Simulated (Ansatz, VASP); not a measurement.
**One calculation of C, two programs**

INCAR

```
SYSTEM = C
PREC = Accurate
ENCUT = 520
EDIFF = 1E-6
ISMEAR = -1
SIGMA = 0.08
LREAL = .False.
LASPH = .True.
NELM = 60
ALGO = Normal
ISIF = 2
LWAVE = .False.
LCHARG = .False.
NBANDS = 11
```

Contents of KPOINTS:

```
regular mesh
0
Gamma
  20 20 20
  0 0 0
```

POSCAR

```
C
1.0
    0.0000000000      1.7531670408      1.7531670408
    1.7531670408      0.0000000000      1.7531670408
    1.7531670408      1.7531670408      0.0000000000
C
2
Direct
    0.5000000000      0.5000000000      0.5000000000
    0.7500000000      0.7500000000      0.7500000000
```

Input for Ansatz:

```yaml
crystal:
  lattice:
    - [0.0, 1.7531670408, 1.7531670408]
    - [1.7531670408, 0.0, 1.7531670408]
    - [1.7531670408, 1.7531670408, 0.0]
  atoms:
    - { symbol: C, position: [0.5, 0.5, 0.5] }
    - { symbol: C, position: [0.75, 0.75, 0.75] }
kpoints:
  mp_grid: { grid: [20, 20, 20] }
scf:
  occupations: { method: fermi_dirac, width: 0.08 }
hamiltonian:
  xc: lda
  pseudopotentials: { kind: all_electron, lapw: { basis_error: 0.0005 } }
output:
  forces: true
  stress: true
  eigenvalues: true
```

Change from the starting cell: volume scaled by 0.95.

Alike in both runs: task single point; functional LDA; k mesh 20 × 20 × 20; occupations fermi-dirac, width 0.08 eV; no spin polarisation.

|  | VASP | Ansatz |
| --- | --- | --- |
| version | VASP 6.6.1 | Ansatz 0.2.0 |
| potentials or method | VASP PAW LDA potentials, release 64 (C), cutoff 520 eV | all-electron LAPW, scalar-relativistic |

Ansatz gave:

| Item | Value |
| --- | --- |
| gap on the k mesh at the Fermi level (eV) | 4.24 |
| pressure (GPa) | 10.7 |

Question: Estimate VASP's values.

Answer: gap on the k mesh at the Fermi level (eV): 4.23; pressure (GPa): 12.3.

LDA's correlation is that of Perdew and Zunger in VASP and of Perdew and Wang (1992) in Ansatz. Ansatz ran all-electron here, and VASP with PAW potentials.
